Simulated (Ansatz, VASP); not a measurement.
**Au: VASP beside Ansatz**

INCAR

```
  PREC = Accurate
  ENCUT = 520
  EDIFF = 1E-7
  ISMEAR = -1
  SIGMA = 0.03
  LREAL = F
  LASPH = T
  NELM = 60
  ALGO = Normal
  ISIF = 2
  LWAVE = F
  LCHARG = F
  GGA = PS
  NBANDS = 18
```

Contents of KPOINTS:

```
regular mesh
0
Gamma
  14 14 8
```

File POSCAR:

```
Au
1.0
    2.9192042576      0.0000000000      0.0000000000
   -1.4596021288      2.5281050460      0.0000000000
    0.0000000000      0.0000000000      4.9123188226
Au
2
Direct
    0.3333333333      0.6666666667      0.7500000000
    0.6666666667      0.3333333333      0.2500000000
```

Input for Ansatz:

```yaml
crystal:
  lattice:
    - [2.9192042576, 0.0, 0.0]
    - [-1.4596021288, 2.528105046, 0.0]
    - [0.0, 0.0, 4.9123188226]
  atoms:
    - { symbol: Au, position: [0.3333333333, 0.6666666667, 0.75] }
    - { symbol: Au, position: [0.6666666667, 0.3333333333, 0.25] }
kpoints:
  mp_grid: { grid: [14, 14, 8] }
  band_path:
    path:
      - [0.0, 0.0, 0.0]
      - [0.5, 0.0, 0.0]
      - [0.3333333333, 0.3333333333, 0.0]
      - [0.0, 0.0, 0.0]
      - [0.0, 0.0, 0.5]
      - [0.5, 0.0, 0.5]
      - [0.3333333333, 0.3333333333, 0.5]
      - [0.0, 0.0, 0.5]
      - [0.5, 0.0, 0.5]
    npoints: 5
scf:
  occupations: { method: fermi_dirac, width: 0.03 }
hamiltonian:
  xc: pbesol
  pseudopotentials: { kind: all_electron, lapw: { basis_error: 0.0005 } }
output:
  forces: true
  stress: true
  eigenvalues: true
```

Change from the starting cell: volume scaled by 1.02.

Alike in both runs: task single point; functional PBEsol; k mesh 14 × 14 × 8; occupations fermi-dirac, width 0.03 eV; no spin polarisation.

|  | VASP | Ansatz |
| --- | --- | --- |
| version | VASP 6.6.1 | Ansatz 0.2.0 |
| potentials or method | VASP PAW PBE potentials, release 64 (Au), cutoff 520 eV | all-electron LAPW, scalar-relativistic |

|  | VASP | Ansatz | Ansatz less VASP |
| --- | --- | --- | --- |
| pressure (GPa) | -9.0 | -8.8 | +0.19 |

VASP's potentials were made for PBE, not for PBEsol. Ansatz ran all-electron here, and VASP with PAW potentials.

Neither program's run includes spin-orbit coupling.
